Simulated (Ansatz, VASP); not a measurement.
## Li2Se: VASP beside Ansatz

File INCAR:

```
SYSTEM = Li2Se
PREC = Accurate
ENCUT = 750
EDIFF = 1E-6
ISMEAR = 0
SIGMA = 0.02
LREAL = .FALSE.
LASPH = .TRUE.
NELM = 120
ALGO = Normal
ISIF = 2
LWAVE = .FALSE.
LCHARG = .FALSE.
GGA = PE
NBANDS = 13
GGA_COMPAT = .FALSE.
```

Contents of KPOINTS:

```
Automatic mesh
0
G
  8 8 8
  0 0 0
```

The input POSCAR:

```
Li2Se
1.0
    0.0000000000      3.0613874993      3.0613874993
    3.0613874993      0.0000000000      3.0613874993
    3.0613874993      3.0613874993      0.0000000000
Li Se
2 1
Direct
    0.2500000000      0.2500000000      0.2500000000
    0.7500000000      0.7500000000      0.7500000000
    0.0000000000      0.0000000000      0.0000000000
```

Input for Ansatz:

```yaml
crystal:
  lattice:
    - [0.0, 3.0613874993, 3.0613874993]
    - [3.0613874993, 0.0, 3.0613874993]
    - [3.0613874993, 3.0613874993, 0.0]
  atoms:
    - { symbol: Li, position: [0.25, 0.25, 0.25] }
    - { symbol: Li, position: [0.75, 0.75, 0.75] }
    - { symbol: Se, position: [0.0, 0.0, 0.0] }
basis:
  ecutwfc: 420
kpoints:
  mp_grid: { grid: [8, 8, 8] }
hamiltonian:
  xc: pbe
scf:
  occupations: { method: gaussian, width: 0.02 }
output:
  forces: true
  stress: true
  eigenvalues: true
```

Alike in both runs: task single point; functional PBE; k mesh 8 × 8 × 8; occupations gaussian, width 0.02 eV; no spin polarisation.

```csv
,VASP,Ansatz
version,VASP 6.6.1,Ansatz 0.2.0
potentials or method,"VASP PAW PBE potentials, release 64 (Li_sv, Se), cutoff 750 eV","scalar-relativistic, plane waves, PAW"
valence electrons in the cell,12,22
```

VASP gave:

| Item | Value |
| --- | --- |
| gap on the k mesh at the Fermi level (eV) | 3.02 |
| least direct gap on the mesh (eV) | 3.15 |
| pressure (GPa) | -1.8 |

Q: Which values does Ansatz return?

A: gap on the k mesh at the Fermi level (eV): 3.02; least direct gap on the mesh (eV): 3.14; pressure (GPa): -1.7.

VASP's potentials hold 12 valence electrons a cell and Ansatz's 22, so a difference there can come from the potentials and not from the codes.
